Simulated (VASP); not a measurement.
Set up this calculation in VASP 6.6.1, as the native input.

- Task: single point
- Functional: LDA
- Potentials or basis: VASP PAW LDA potentials, release 64 (C)
- Cutoff: 520 eV
- k mesh: 12 × 12 × 4
- Occupations: fermi-dirac, width 0.05 eV
- Spin: no spin polarisation
- Dipole correction: no
- Further INCAR settings: ALGO = Normal; EDIFF = 1e-06; NBANDS = 26

The structure of C lies in POSCAR:

```
C
1.0
    2.5051726443      0.0000000000      0.0000000000
   -1.2525863222      2.1695431509      0.0000000000
    0.0000000000      0.0000000000      8.1818157839
C
8
Direct
    0.6666666667      0.3333333333      0.8437500000
    0.3333333333      0.6666666667      0.3437500000
    0.6666666667      0.3333333333      0.6562500000
    0.3333333333      0.6666666667      0.1562500000
    0.0000000000      0.0000000000      0.9062500000
    0.0000000000      0.0000000000      0.4062500000
    0.0000000000      0.0000000000      0.5937500000
    0.0000000000      0.0000000000      0.0937500000
```

The input as run:

INCAR

```
SYSTEM = C
PREC = Accurate
ENCUT = 520
EDIFF = 1E-6
ISMEAR = -1
SIGMA = 0.05
LREAL = .FALSE.
LASPH = .TRUE.
NELM = 60
ALGO = Normal
ISIF = 2
LWAVE = .FALSE.
LCHARG = .FALSE.
NBANDS = 26
```

KPOINTS

```
regular mesh
0
G
  12 12 4
  0 0 0
```

Potentials or basis: VASP PAW LDA potentials, release 64 (C).

The run is started by

```bash
$ cat potpaw_LDA.64/C/POTCAR > POTCAR
$ mpirun -np 1 vasp_std > vasp.out
```

It gave:

```json
{"Pressure": "-2.1 GPa", "Largest force": "0.345 eV/Å", "Band gap on the k mesh": "4.42 eV, indirect (least direct gap 5.18 eV)"}
```

It took 21 s on 1 thread of Intel(R) Xeon(R) 6975P-C (Granite Rapids) (shared host), peak memory 0.16 GiB.
